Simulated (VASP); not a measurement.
# Zr (P6_3/mmc) in VASP: notebook

Zr is run at these levels: revPBE+D3(BJ); tasks: single point.

Program: VASP 6.6.1. These are calculated values, not measurements. Logs are shortened: lines on timing, memory, paths and dates and some standing lists are left out, and cuts for length are marked.

**1. The cell of the first run**

The structure is hexagonal, space group P6_3/mmc (No. 194). Conventional cell: a = 3.190 Å, b = 3.190 Å, c = 5.110 Å, α = 90.00°, β = 90.00°, γ = 120.00°. Within 4.1 Å of Zr (site symmetry -6m2) lie 12 Zr at 3.15 to 3.19 Å.

**2. Single point, revPBE+D3(BJ)**

INCAR

```
SYSTEM = Zr
ALGO = Normal
EDIFF = 1E-6
ENCUT = 500
GGA = RE
GGA_COMPAT = .False.
ISIF = 2
ISMEAR = 0
IVDW = 12
LASPH = .True.
LCHARG = .True.
LELF = .True.
LREAL = .False.
LVHAR = .True.
LWAVE = .False.
NBANDS = 19
NELM = 120
PREC = Accurate
SIGMA = 0.1
```

KPOINTS

```
k-points
0
Gamma
  6 6 4
  0 0 0
```

POSCAR

```
Zr
1.0
    3.1900000000      0.0000000000      0.0000000000
   -1.5950000000      2.7626210000      0.0000000000
    0.0000000000      0.0000000000      5.1100000000
Zr
2
Direct
    0.3333333000      0.6666667000      0.2500000000
    0.6666667000      0.3333333000      0.7500000000
```

Potentials or basis: VASP PAW PBE potentials, release 64 (Zr_sv).

Command:

```bash
$ cat potpaw_PBE.64/Zr_sv/POTCAR > POTCAR
$ mpirun -np 1 vasp_std > vasp.out
```

OUTCAR:

```text
SYSTEM = Zr
   EDIFF = 1E-6
   ENCUT = 500
   GGA = RE
   ISIF = 2
   ISMEAR = 0
   IVDW = 12
   LASPH = .True.
   LREAL = .False.
   NELM = 120
   PREC = Accurate
 IVDW          = 12

 ion  position               nearest neighbor table
   1  0.333  0.667  0.250-   2 3.15   2 3.15   2 3.15   2 3.15   2 3.15   2 3.15
   2  0.667  0.333  0.750-   1 3.15   1 3.15   1 3.15   1 3.15   1 3.15   1 3.15

  LATTYP: Found a hexagonal cell.
 ALAT       =     3.1900000000
 C/A-ratio  =     1.6018808777

  Lattice vectors:

 A1 = (   3.1900000000,   0.0000000000,   0.0000000000)
 A2 = (  -1.5950000000,   2.7626210000,   0.0000000000)
 A3 = (   0.0000000000,   0.0000000000,   5.1100000000)

Analysis of symmetry for initial positions (statically):
=====================================================================
 Subroutine PRICEL returns:
 Original cell was already a primitive cell.

 Routine SETGRP: Setting up the symmetry group for a
 hexagonal supercell.

 Subroutine GETGRP returns: Found 24 space group operations
 (whereof 12 operations were pure point group operations)
 out of a pool of 24 trial point group operations.

The static configuration has the point symmetry D_3d.
 The point group associated with its full space group is D_6h.

Analysis of symmetry for dynamics (positions and initial velocities):
=====================================================================
 Subroutine PRICEL returns:
 Original cell was already a primitive cell.

 Routine SETGRP: Setting up the symmetry group for a
 hexagonal supercell.

 Subroutine GETGRP returns: Found 24 space group operations
 (whereof 12 operations were pure point group operations)
 out of a pool of 24 trial point group operations.

The dynamic configuration has the point symmetry D_3d.
 The point group associated with its full space group is D_6h.

 Subroutine INISYM returns: Found 24 space group operations
 (whereof 12 operations are pure point group operations),
 and found     1 'primitive' translations

----------------------------------------------------------------------------------------

                                     Primitive cell

  volume of cell :      45.0332

  direct lattice vectors                    reciprocal lattice vectors
     3.190000000  0.000000000  0.000000000     0.313479624  0.180987548  0.000000000
    -1.595000000  2.762621000  0.000000000     0.000000000  0.361975095  0.000000000
     0.000000000  0.000000000  5.110000000     0.000000000  0.000000000  0.195694716

  length of vectors
     3.190000000  3.189999967  5.110000000     0.361975092  0.361975095  0.195694716

  position of ions in fractional coordinates (direct lattice)
     0.333333300  0.666666700  0.250000000
     0.666666700  0.333333300  0.750000000

  ion indices of the primitive-cell ions
   primitive index   ion index
                 1           1
                 2           2

----------------------------------------------------------------------------------------

 KPOINTS: k-points

Automatic generation of k-mesh.
 Grid dimensions read from file:
 generate k-points for:    6    6    4

 Generating k-lattice:

  Cartesian coordinates                     Fractional coordinates (reciprocal lattice)
     0.052246604  0.030164591  0.000000000     0.166666667  0.000000000  0.000000000
     0.000000000  0.060329183  0.000000000     0.000000000  0.166666667  0.000000000
     0.000000000  0.000000000  0.048923679     0.000000000  0.000000000  0.250000000

  Length of vectors
     0.060329182  0.060329183  0.048923679

  Shift w.r.t. Gamma in fractional coordinates (k-lattice)
     0.000000000  0.000000000  0.000000000

 Subroutine IBZKPT returns following result:
 ===========================================

 Found     21 irreducible k-points:

 Following reciprocal coordinates:
            Coordinates               Weight
  0.000000  0.000000  0.000000      1.000000
  0.166667  0.000000  0.000000      6.000000
  0.333333  0.000000  0.000000      6.000000
  0.500000  0.000000  0.000000      3.000000
  0.166667  0.166667  0.000000      6.000000
  0.333333  0.166667  0.000000     12.000000
[... 13 lines left out ...]
  0.333333  0.166667  0.500000     12.000000
  0.333333  0.333333  0.500000      2.000000
   k-points           NKPTS =     21   k-points in BZ     NKDIM =     21   number of bands    NBANDS=     19
   number of dos      NEDOS =    301   number of ions     NIONS =      2
   total plane-waves  NPLWV =  23040
   dimension x,y,z NGX =    24 NGY =   24 NGZ =   40
   dimension x,y,z NGXF=    48 NGYF=   48 NGZF=   80
   ions per type =               2
   NGX,Y,Z   is equivalent  to a cutoff of  12.51, 12.51, 13.01 a.u.
   NGXF,Y,Z  is equivalent  to a cutoff of  25.02, 25.02, 26.03 a.u.
 SYSTEM =  Zr
   PREC   = accura    normal or accurate (medium, high low for compatibility)
   ISTART =      0    job   : 0-new  1-cont  2-samecut
   ICHARG =      2    charge: 1-file 2-atom 10-const
   ISPIN  =      1    spin polarized calculation?
   LNONCOLLINEAR =      F non collinear calculations
   LSORBIT =      F    spin-orbit coupling
   LASPH  =      T    aspherical Exc in radial PAW
   ENCUT  =  500.0 eV  36.75 Ry    6.06 a.u.   5.82  5.82  9.32*2*pi/ulx,y,z
   NELM   =    120;   NELMIN=  2; NELMDL= -5     # of ELM steps
   EDIFF  = 0.1E-05   stopping-criterion for ELM
   LREAL  =      F    real-space projection
   EDIFFG = 0.1E-04   stopping-criterion for IOM
   NSW    =      0    number of steps for IOM
   IBRION =     -1    ionic relax: 0-MD 1-quasi-New 2-CG
   NFREE  =      0    steps in history (QN), initial steepest desc. (CG)
   ISIF   =      2    stress and relaxation
   ISYM   =      2    0-nonsym 1-usesym 2-fastsym
   POTIM  = 0.5000    time-step for ionic-motion
   TEBEG  =    0.0;   TEEND  =   0.0 temperature during run
   PSTRESS=    0.0 pullay stress
   NELECT =      24.0000    total number of electrons
   NUPDOWN=      -1.0000    fix difference up-down
   EMIN   =  10.00;   EMAX   =-10.00  energy-range for DOS
   EFERMI =   0.00;   METHOD = LEGACY
   ISMEAR =     0;   SIGMA  =   0.10  broadening in eV -4-tet -1-fermi 0-gaus
   EFERMI_NEDOS =   21; number of points for ismear=-14 and -15
   IALGO  =     38    algorithm
   IMIX   =      4    mixing-type and parameters
     AMIX     =   0.40;   BMIX     =  1.00
     AMIX_MAG =   1.60;   BMIX_MAG =  1.00
  volume/ion in A,a.u.               =      22.52       151.95
  Fermi-wavevector in a.u.,A,eV,Ry     =   1.327295  2.508225 23.969564  1.761713
  Thomas-Fermi vector in A             =   2.456618
   LORBIT       =      0    0 simple, 1 ext, 2 COOP (PROOUT), +10 PAW based schemes
   GGA     = RE    functional components
   LHFCALC =     F    Hartree Fock is set to
   AEXX    =    0.0000 exact exchange contribution
   IVDW    =    12    specifies the selected vdW correction
   LEPSILON=     F    determine dielectric tensor
   LRPA    =     F    only Hartree local field effects (RPA)
 non-spin polarized calculation
 Gauss-broadening in eV      SIGMA  =   0.10
  energy-cutoff  :      500.00
  volume of cell :       45.03
 maximum number of plane-waves:      1170
 NGX is ok and might be reduce to    24
   NGX = 11   NGY = 11   NGZ = 19

 number of electron      24.0000000 magnetization

 Free energy of the ion-electron system (eV)
  ---------------------------------------------------
  ext. energy  EPLUGINS =         0.00000000
  ---------------------------------------------------
  free energy    TOTEN  =       -16.32022103 eV

  energy without entropy =      -16.30737006  energy(sigma->0) =      -16.31379554

 E-fermi :   9.4812     XC(G=0): -11.1813

 val. band max:        9.4427716081   @ k =   0.0000   0.0000   0.5000
 cond. band min:       9.5354175007   @ k =   0.1667   0.1667   0.5000
 fundamental gap:      0.0926458926
 Fermi energy:         9.4812037120

 k-point     1 :       0.0000    0.0000    0.0000
  band No.  band energies     occupation
      1     -39.3566      2.00000
      2     -39.1833      2.00000
      3     -17.9396      2.00000
      4     -16.9682      2.00000
      5     -16.9682      2.00000
      6     -16.8364      2.00000
[... 11 lines left out ...]
     18      11.6820      0.00000
     19      14.0347      0.00000

 k-point     2 :       0.1667    0.0000    0.0000
  band No.  band energies     occupation
      1     -39.3221      2.00000
      2     -39.1691      2.00000
      3     -17.8490      2.00000
      4     -17.1664      2.00000
      5     -17.0307      2.00000
      6     -17.0182      2.00000
[... 11 lines left out ...]
     18      11.7267      0.00000
     19      14.4310      0.00000

 k-point     3 :       0.3333    0.0000    0.0000
  band No.  band energies     occupation
      1     -39.2464      2.00000
      2     -39.1463      2.00000
      3     -17.6274      2.00000
      4     -17.5593      2.00000
      5     -17.3901      2.00000
      6     -17.1462      2.00000
[... 11 lines left out ...]
     18      13.4991      0.00000
     19      14.8248      0.00000

 k-point     4 :       0.5000    0.0000    0.0000
  band No.  band energies     occupation
      1     -39.1998      2.00000
      2     -39.1432      2.00000
      3     -17.7523      2.00000
      4     -17.5644      2.00000
      5     -17.4616      2.00000
      6     -17.2008      2.00000
[... 11 lines left out ...]
     18      14.9705      0.00000
     19      15.8422      0.00000

 k-point     5 :       0.1667    0.1667    0.0000
  band No.  band energies     occupation
      1     -39.2667      2.00000
      2     -39.1508      2.00000
      3     -17.6911      2.00000
      4     -17.3738      2.00000
      5     -17.3589      2.00000
      6     -17.0942      2.00000
[... 11 lines left out ...]
     18      13.3556      0.00000
     19      14.5200      0.00000
[... 268 lines left out ...]
      2     -39.1715      2.00000
      3     -17.8272      2.00000
      4     -17.8272      2.00000
      5     -17.1045      2.00000
      6     -17.1045      2.00000
[... 11 lines left out ...]
     18      14.8105      0.00000
     19      14.8521      0.00000

 k-point    19 :       0.1667    0.1667    0.5000
  band No.  band energies     occupation
      1     -39.2090      2.00000
      2     -39.2090      2.00000
      3     -17.5797      2.00000
      4     -17.5797      2.00000
      5     -17.1264      2.00000
      6     -17.1264      2.00000
[... 11 lines left out ...]
     18      13.6611      0.00000
     19      14.2485      0.00000

 k-point    20 :       0.3333    0.1667    0.5000
  band No.  band energies     occupation
      1     -39.1715      2.00000
      2     -39.1715      2.00000
      3     -17.7423      2.00000
      4     -17.7423      2.00000
      5     -17.2462      2.00000
      6     -17.2462      2.00000
[... 11 lines left out ...]
     18      14.3562      0.00000
     19      15.7530      0.00000

 k-point    21 :       0.3333    0.3333    0.5000
  band No.  band energies     occupation
      1     -39.1590      2.00000
      2     -39.1590      2.00000
      3     -17.6814      2.00000
      4     -17.6814      2.00000
      5     -17.4284      2.00000
      6     -17.4284      2.00000
[... 11 lines left out ...]
     18      14.0029      0.00000
     19      17.8021      0.00000

------------------------ aborting loop because EDIFF is reached ----------------------------------------

 Edisp (eV)   -1.95884

 E8    (eV) :    -1.4684

  FORCE on cell =-STRESS in cart. coord.  units (eV):
  Direction    XX          YY          ZZ          XY          YZ          ZX
  --------------------------------------------------------------------------------------
  -------------------------------------------------------------------------------------
  Total      -0.61955    -0.61955    -0.49576     0.00000     0.00000     0.00000
  in kB     -22.04229   -22.04229   -17.63790     0.00000     0.00000     0.00000
  external pressure =      -20.57 kB  Pullay stress =        0.00 kB

 VOLUME and BASIS-vectors are now :
 -----------------------------------------------------------------------------
  energy-cutoff  :      500.00
  volume of cell :       45.03
      direct lattice vectors                 reciprocal lattice vectors
     3.190000000  0.000000000  0.000000000     0.313479624  0.180987548  0.000000000
    -1.595000000  2.762621000  0.000000000     0.000000000  0.361975095  0.000000000
     0.000000000  0.000000000  5.110000000     0.000000000  0.000000000  0.195694716

 POSITION                                       TOTAL-FORCE (eV/Angst)
 -----------------------------------------------------------------------------------
     -0.00000      1.84175      1.27750        -0.000000     -0.000000      0.000000
      1.59500      0.92087      3.83250         0.000000      0.000000      0.000000
 -----------------------------------------------------------------------------------
    total drift:                               -0.000097      0.000056     -0.000002

  FREE ENERGIE OF THE ION-ELECTRON SYSTEM (eV)
  ---------------------------------------------------
  free  energy   TOTEN  =       -18.2790568989 eV

  energy  without entropy=      -18.2662059345  energy(sigma->0) =      -18.27263142
```

Wall time 28 s (1 thread of Intel Xeon 8259CL, shared host); peak memory 0.17 GiB.

Results:

- Free energy: -18.2791 eV
- Pressure: -2.1 GPa
- Band gap on the k mesh: zero (band 12 reaches 10.32 eV, above the bottom of band 13 at 9.43 eV)
- Dispersion energy per atom: -0.979 eV

Caveat: the k points lie up to 0.38 Å⁻¹ apart; the PAW data sets were made with another functional, which shifts forces and pressure a little; pairwise dispersion overbinds metals, which lowers pressure and volume.

**3. Single point, revPBE+D3(BJ)**

This run uses another cell than the first one, of 22.07 Å³/atom, 0.980 times its volume.

INCAR

```
SYSTEM = Zr
PREC = Accurate
ENCUT = 500
EDIFF = 1E-6
ISMEAR = 0
SIGMA = 0.1
LREAL = .FALSE.
LASPH = .TRUE.
NELM = 120
ALGO = Normal
ISIF = 2
LWAVE = .FALSE.
LCHARG = .FALSE.
GGA = RE
IVDW = 12
NBANDS = 19
GGA_COMPAT = .FALSE.
```

KPOINTS

```
regular mesh
0
G
  15 15 8
  0 0 0
```

POSCAR

```
Zr
1.0
    3.1641377762      0.0000000000      0.0000000000
   -1.5820688881      2.7402236952      0.0000000000
    0.0000000000      0.0000000000      5.0917780276
Zr
2
Direct
    0.3333333333      0.6666666667      0.2500000000
    0.6666666667      0.3333333333      0.7500000000
```

Potentials or basis: VASP PAW PBE potentials, release 64 (Zr_sv).

Command:

```bash
$ cat potpaw_PBE.64/Zr_sv/POTCAR > POTCAR
$ mpirun -np 1 vasp_std > vasp.out
```

Run time: 2.1 min. Hardware: 1 thread of Intel Xeon 8259CL, shared host; peak memory 0.23 GiB.

The run converged. Its results:

```
Free energy                : -18.2903 eV
Pressure                   : 0.0 GPa
Band gap on the k mesh     : zero (band 12 reaches 10.67 eV, above the bottom of band 13 at 9.32 eV)
Dispersion energy per atom : -1.000 eV
```

Levels at points of the mesh, in eV from the Fermi level:
```
           k point  band 9  band 10  band 11  band 12  band 13  band 14  band 15  band 16
(0.00, 0.00, 0.00)   -5.76    -3.19     0.87     0.87     0.93     1.27     1.60     1.60
(0.00, 0.00, 0.50)   -4.01    -4.01    -0.03    -0.03     0.79     0.79     0.79     0.79
```

Caveat: the PAW data sets were made with another functional, which shifts forces and pressure a little; pairwise dispersion overbinds metals, which lowers pressure and volume.
